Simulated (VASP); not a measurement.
Write the native input for VASP 6.6.1 that does the following.

```yaml
Task: relaxation of cell and atoms
Functional: PBE
Potentials_or_basis: VASP PAW PBE potentials, release 64 (Al, B, As)
Cutoff: 600 eV
k_mesh: 6 × 6 × 2
Occupations: gaussian, width 0.1 eV
Spin: no spin polarisation
Dipole_correction: no
Further_INCAR_settings: ALGO = Normal; EDIFF = 1e-07; IBRION = 2; EDIFFG = -0.04; NSW = 90; ISIF = 3
```

The structure of Al3BAs4 lies in POSCAR:

```
Al3BAs4
1.0
    3.7495469700      0.0000000000      0.0000000000
   -1.8747734900      3.2472029300      0.0000000000
    0.0000000000      0.0000000000     12.3245179400
Al B As
3 1 4
Direct
    0.3333333300      0.6666666700      0.0003415000
    0.3333333300      0.6666666700      0.5003415000
    0.6666666700      0.3333333300      0.7503415000
    0.6666666700      0.3333333300      0.2503415000
    0.3333333300      0.6666666700      0.1876585000
    0.3333333300      0.6666666700      0.6876585000
    0.6666666700      0.3333333300      0.4376585000
    0.6666666700      0.3333333300      0.9376585000
```

These files were run (other wordings do the same):

INCAR

```
PREC = Accurate ; ENCUT = 600
EDIFF = 1E-7 ; ISMEAR = 0
SIGMA = 0.1 ; LREAL = F
LASPH = T ; NELM = 60
ALGO = Normal ; ISIF = 3
LWAVE = F ; LCHARG = F
GGA = PE ; IBRION = 2
NSW = 90 ; EDIFFG = -0.04
```

KPOINTS

```
regular mesh
0
Gamma
  6 6 2
```

Potentials or basis: VASP PAW PBE potentials, release 64 (Al, B, As).

Command:

```sh
$ cat potpaw_PBE.64/Al/POTCAR potpaw_PBE.64/B/POTCAR potpaw_PBE.64/As/POTCAR > POTCAR
$ mpirun -np 1 vasp_std > vasp.out
```

It gave:

| Item | Value |
| --- | --- |
| Relaxed volume | 21.20 Å³/atom |
| Relaxed cell | a = 3.886 Å, b = 3.886 Å, c = 12.966 Å, α = 90.00°, β = 90.00°, γ = 120.00° |
| Space group after relaxing (to 0.05 Å) | P3m1 (No. 156) |
| Energy gained by relaxing | 179.8 meV/atom |
| Ionic steps | 12 |
| Pressure after relaxing | 0.0 GPa |
| Largest force after relaxing | 0.015 eV/Å |
| Band gap on the k mesh | 0.13 eV, direct |

Wall time 6.6 min on 1 thread of Intel(R) Xeon(R) Platinum 8559C (Emerald Rapids) (shared host), peak memory 0.32 GiB.
